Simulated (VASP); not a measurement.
# Si (Fd-3m) in VASP: single point with PBEsol

Aim: the single point of Si with PBEsol.

Everything below comes from runs of VASP 6.6.1. Logs are shortened: lines on timing, memory, paths and dates and some standing lists are left out, and cuts for length are marked.

## 1. The cell of the first run

Symmetry: Fd-3m, No. 227, cubic system. Conventional cell: a = 5.444 Å, b = 5.444 Å, c = 5.444 Å, α = 90.00°, β = 90.00°, γ = 90.00°. Within 3.1 Å of Si (site symmetry -43m) lie 4 Si at 2.36 Å.

## 2. Single point, PBEsol

The input, INCAR:

```
SYSTEM = Si
ALGO = Normal ; EDIFF = 1E-6
ENCUT = 520 ; GGA = PS
ISIF = 2 ; ISMEAR = 0
LASPH = .True. ; LCHARG = .True.
LELF = .True. ; LREAL = .False.
LVHAR = .True. ; LWAVE = .False.
NBANDS = 11 ; NELM = 100
PREC = Accurate ; SIGMA = 0.1
```

The input, KPOINTS:

```
k-points
0
Gamma
  6 6 6
  0 0 0
```

The input, POSCAR:

```
Si
1.0
    0.0000000000      2.7218511900      2.7218511900
    2.7218511900      0.0000000000      2.7218511900
    2.7218511900      2.7218511900      0.0000000000
Si
2
Direct
    0.7500000000      0.7500000000      0.7500000000
    0.5000000000      0.5000000000      0.5000000000
```

Potentials or basis: VASP PAW PBE potentials, release 64 (Si).

The run is started by

```sh
> cat potpaw_PBE.64/Si/POTCAR > POTCAR
> mpirun -np 1 vasp_std > vasp.out
```

OUTCAR:

```text
SYSTEM = Si
   EDIFF = 1E-6
   ENCUT = 520
   GGA = PS
   ISIF = 2
   ISMEAR = 0
   LASPH = .True.
   LREAL = .False.
   NELM = 100
   PREC = Accurate

 ion  position               nearest neighbor table
   1  0.750  0.750  0.750-   2 2.36   2 2.36   2 2.36   2 2.36
   2  0.500  0.500  0.500-   1 2.36   1 2.36   1 2.36   1 2.36

  LATTYP: Found a face centered cubic cell.
 ALAT       =     5.4437023800

  Lattice vectors:

 A1 = (   0.0000000000,   2.7218511900,   2.7218511900)
 A2 = (   2.7218511900,   0.0000000000,   2.7218511900)
 A3 = (   2.7218511900,   2.7218511900,   0.0000000000)

Analysis of symmetry for initial positions (statically):
=====================================================================
 Subroutine PRICEL returns:
 Original cell was already a primitive cell.

 Routine SETGRP: Setting up the symmetry group for a
 face centered cubic supercell.

 Subroutine GETGRP returns: Found 48 space group operations
 (whereof 24 operations were pure point group operations)
 out of a pool of 48 trial point group operations.

The static configuration has the point symmetry T_d .
 The point group associated with its full space group is O_h .

Analysis of symmetry for dynamics (positions and initial velocities):
=====================================================================
 Subroutine PRICEL returns:
 Original cell was already a primitive cell.

 Routine SETGRP: Setting up the symmetry group for a
 face centered cubic supercell.

 Subroutine GETGRP returns: Found 48 space group operations
 (whereof 24 operations were pure point group operations)
 out of a pool of 48 trial point group operations.

The dynamic configuration has the point symmetry T_d .
 The point group associated with its full space group is O_h .

 Subroutine INISYM returns: Found 48 space group operations
 (whereof 24 operations are pure point group operations),
 and found     1 'primitive' translations

----------------------------------------------------------------------------------------

                                     Primitive cell

  volume of cell :      40.3295

  direct lattice vectors                    reciprocal lattice vectors
     0.000000000  2.721851190  2.721851190    -0.183698507  0.183698507  0.183698507
     2.721851190  0.000000000  2.721851190     0.183698507 -0.183698507  0.183698507
     2.721851190  2.721851190  0.000000000     0.183698507  0.183698507 -0.183698507

  length of vectors
     3.849278868  3.849278868  3.849278868     0.318175147  0.318175147  0.318175147

[... 81 lines left out ...]
   PSTRESS=    0.0 pullay stress
   NELECT =       8.0000    total number of electrons
   NUPDOWN=      -1.0000    fix difference up-down
   EMIN   =  10.00;   EMAX   =-10.00  energy-range for DOS
   EFERMI =   0.00;   METHOD = LEGACY
   ISMEAR =     0;   SIGMA  =   0.10  broadening in eV -4-tet -1-fermi 0-gaus
   EFERMI_NEDOS =   21; number of points for ismear=-14 and -15
   IALGO  =     38    algorithm
   IMIX   =      4    mixing-type and parameters
     AMIX     =   0.40;   BMIX     =  1.00
     AMIX_MAG =   1.60;   BMIX_MAG =  1.00
  volume/ion in A,a.u.               =      20.16       136.08
  Fermi-wavevector in a.u.,A,eV,Ry     =   0.954766  1.804247 12.402783  0.911579
  Thomas-Fermi vector in A             =   2.083543
   LORBIT       =      0    0 simple, 1 ext, 2 COOP (PROOUT), +10 PAW based schemes
   GGA     = PS    functional components
   LHFCALC =     F    Hartree Fock is set to
   AEXX    =    0.0000 exact exchange contribution
   IVDW    =     0    specifies the selected vdW correction
   LEPSILON=     F    determine dielectric tensor
   LRPA    =     F    only Hartree local field effects (RPA)
 non-spin polarized calculation
 Gauss-broadening in eV      SIGMA  =   0.10
  energy-cutoff  :      520.00
  volume of cell :       40.33
 maximum number of plane-waves:      1106
 NGX is ok and might be reduce to    30
   NGX = 15   NGY = 15   NGZ = 15

 number of electron       8.0000001 magnetization

 Free energy of the ion-electron system (eV)
  ---------------------------------------------------
  ext. energy  EPLUGINS =         0.00000000
  ---------------------------------------------------
  free energy    TOTEN  =       -11.46746066 eV

  energy without entropy =      -11.46746035  energy(sigma->0) =      -11.46746051

 E-fermi :   6.0187     XC(G=0):  -9.5222

 val. band max:        5.7261736074   @ k =   0.0000   0.0000   0.0000
 cond. band min:       6.3246014015   @ k =   0.5000   0.5000   0.0000
 fundamental gap:      0.5984277941
 Fermi energy:         6.0186578420

 k-point     1 :       0.0000    0.0000    0.0000
  band No.  band energies     occupation
      1      -6.2169      2.00000
      2       5.7262      1.99996
      3       5.7262      1.99996
      4       5.7262      1.99996
      5       8.2367      0.00000
      6       8.2367      0.00000
      7       8.2367      0.00000
      8       8.9686      0.00000
      9      13.4039      0.00000
     10      13.4062      0.00000
     11      13.4062      0.00000
[... 197 lines left out ...]
 k-point    16 :      -0.3333    0.5000    0.1667
  band No.  band energies     occupation
      1      -1.9592      2.00000
      2      -1.9592      2.00000
      3       2.0565      2.00000
      4       2.0565      2.00000
      5       8.3791      0.00000
      6       8.3791      0.00000
      7      12.3975      0.00000
      8      12.3975      0.00000
      9      16.2105      0.00000
     10      16.2105      0.00000
     11      18.5691      0.00000

------------------------ aborting loop because EDIFF is reached ----------------------------------------

  FORCE on cell =-STRESS in cart. coord.  units (eV):
  Direction    XX          YY          ZZ          XY          YZ          ZX
  --------------------------------------------------------------------------------------
  -------------------------------------------------------------------------------------
  Total       -0.0839294     -0.0839294     -0.0839294      0.0000000      0.0000000     -0.0000000
  in kB       -3.3342768     -3.3342768     -3.3342768      0.0000000      0.0000000     -0.0000000
  external PRESSURE =      -3.3342768 kB  Pullay stress =       0.0000000 kB

 VOLUME and BASIS-vectors are now :
 -----------------------------------------------------------------------------
  energy-cutoff  :      520.00
  volume of cell :       40.33
      direct lattice vectors                 reciprocal lattice vectors
     0.000000000  2.721851190  2.721851190    -0.183698507  0.183698507  0.183698507
     2.721851190  0.000000000  2.721851190     0.183698507 -0.183698507  0.183698507
     2.721851190  2.721851190  0.000000000     0.183698507  0.183698507 -0.183698507

 POSITION                                       TOTAL-FORCE (eV/Angst)
 -----------------------------------------------------------------------------------
      4.08278      4.08278      4.08278         0.000000      0.000000      0.000000
      2.72185      2.72185      2.72185        -0.000000     -0.000000     -0.000000
 -----------------------------------------------------------------------------------
    total drift:                                0.000000     -0.000000     -0.000000

  FREE ENERGIE OF THE ION-ELECTRON SYSTEM (eV)
  ---------------------------------------------------
  free  energy   TOTEN  =       -11.4674606647 eV

  energy  without entropy=      -11.4674603547  energy(sigma->0) =      -11.46746051
```

OSZICAR:

```text
N       E                     dE             d eps       ncg     rms          rms(c)
DAV:   1     0.663798569936E+01    0.66380E+01   -0.33490E+03   352   0.586E+02
DAV:   2    -0.110624660740E+02   -0.17700E+02   -0.16831E+02   473   0.833E+01
DAV:   3    -0.116868018983E+02   -0.62434E+00   -0.62264E+00   440   0.136E+01
DAV:   4    -0.116915571921E+02   -0.47553E-02   -0.47543E-02   433   0.155E+00
DAV:   5    -0.116916000471E+02   -0.42855E-04   -0.42854E-04   431   0.131E-01    0.494E+00
DAV:   6    -0.115374311337E+02    0.15417E+00   -0.81595E-02   400   0.115E+00    0.296E+00
DAV:   7    -0.114667240552E+02    0.70707E-01   -0.14643E-01   403   0.163E+00    0.178E-01
DAV:   8    -0.114673772302E+02   -0.65317E-03   -0.58848E-03   403   0.427E-01    0.810E-02
DAV:   9    -0.114674493171E+02   -0.72087E-04   -0.97175E-05   472   0.651E-02    0.559E-02
DAV:  10    -0.114674608166E+02   -0.11499E-04   -0.96786E-06   416   0.175E-02    0.588E-03
DAV:  11    -0.114674606647E+02    0.15190E-06   -0.73468E-07   423   0.428E-03
   1 F= -.11467461E+02 E0= -.11467461E+02  d E =-.310012E-06
```

stdout:

```text
POSCAR found type information on POSCAR Si
 POSCAR found :  1 types and       2 ions
 scaLAPACK will be used
 -----------------------------------------------------------------------------
|                                                                             |
|                                                                             |
|     You enforced a specific xc type in the INCAR file but a different       |
|     I HOPE YOU KNOW WHAT YOU ARE DOING!                                     |
|                                                                             |
 -----------------------------------------------------------------------------

 LDA part: xc-table for (Slater+PW92), standard interpolation
 POSCAR, INCAR and KPOINTS ok, starting setup
 FFT: planning ... GRIDC
 FFT: planning ... GRID_SOFT
 FFT: planning ... GRID
 WAVECAR not read
 entering main loop
```

It took 5.5 s on 1 thread of Intel Xeon Platinum 8488C (Sapphire Rapids), shared host; peak memory 0.15 GiB.

What came out:

| Quantity | Value |
| --- | --- |
| Free energy | -11.4675 eV |
| Pressure | -0.3 GPa |
| Band gap on the k mesh | 0.60 eV (least direct gap 2.51 eV) |

Caveat: the PAW data sets were made with another functional, which shifts forces and pressure a little.
